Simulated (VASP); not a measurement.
Here is a VASP 6.6.1 calculation.

INCAR

```
PREC     = Accurate       # precision mode
ENCUT    = 400            # plane-wave cutoff, eV
EDIFF    = 1E-6           # SCF threshold, eV
ISMEAR   = 0              # smearing method
SIGMA    = 0.1            # smearing width, eV
LREAL    = F              # projectors in reciprocal space
LASPH    = T              # aspherical terms in the spheres
NELM     = 120            # most SCF steps
ALGO     = Normal         # electronic algorithm
ISIF     = 2              # what is computed and relaxed
LWAVE    = F              # write WAVECAR
LCHARG   = T              # write CHGCAR
GGA      = PE             # functional
LELF     = T              # ELF
LVHAR    = T            
NBANDS   = 96             # bands
GGA_COMPAT= F
```

File KPOINTS:

```
regular mesh
0
Gamma
  10 6 3
```

POSCAR

```
Ir
1.0
    3.8706609772      0.0000000000      0.0000000000
    0.0000000000      6.1200523691      0.0000000000
    0.0000000000      0.0000000000     11.9826483359
Ir
18
Direct
    0.0000000000      0.5918009136      0.0905688008
    0.0000000000      0.3964322709      0.3788809301
    0.5000000000      0.2807626260      0.9940191887
    0.5000000000      0.9035677291      0.1091574473
    0.5000000000      0.1077569739      0.3282185074
    0.5000000000      0.7081990864      0.3974695767
    0.5000000000      0.4811613730      0.2176849411
    0.0000000000      0.1922430261      0.1598198700
    0.0000000000      0.8188386270      0.2703534364
    0.0000000000      0.0192373740      0.4940191887
    0.0000000000      0.5918009136      0.8974695767
    0.0000000000      0.3964322709      0.6091574473
    0.5000000000      0.9035677291      0.8788809301
    0.5000000000      0.1077569739      0.6598198700
    0.5000000000      0.7081990864      0.5905688008
    0.5000000000      0.4811613730      0.7703534364
    0.0000000000      0.1922430261      0.8282185074
    0.0000000000      0.8188386270      0.7176849411
```

Potentials or basis: VASP PAW PBE potentials, release 64 (Ir).

Run with:

```console
$ cat potpaw_PBE.64/Ir/POTCAR > POTCAR
$ mpirun -np 1 vasp_std > vasp.out
```

Question: What does it give for the band gap on the k mesh?

Answer: Zero (bands 81 and 82 overlap by 0.63 eV).

Question: Estimate the largest force.

Answer: 0.084 eV/Å.

Question: Predict the pressure.

Answer: -1.2 GPa.

Stress tensor (GPa, compression positive):
```
-3.08  0.00  0.00
 0.00 -0.77  0.00
 0.00  0.00  0.30
```

Caveat: spin-orbit coupling is left out, which moves the levels of the heavy elements.
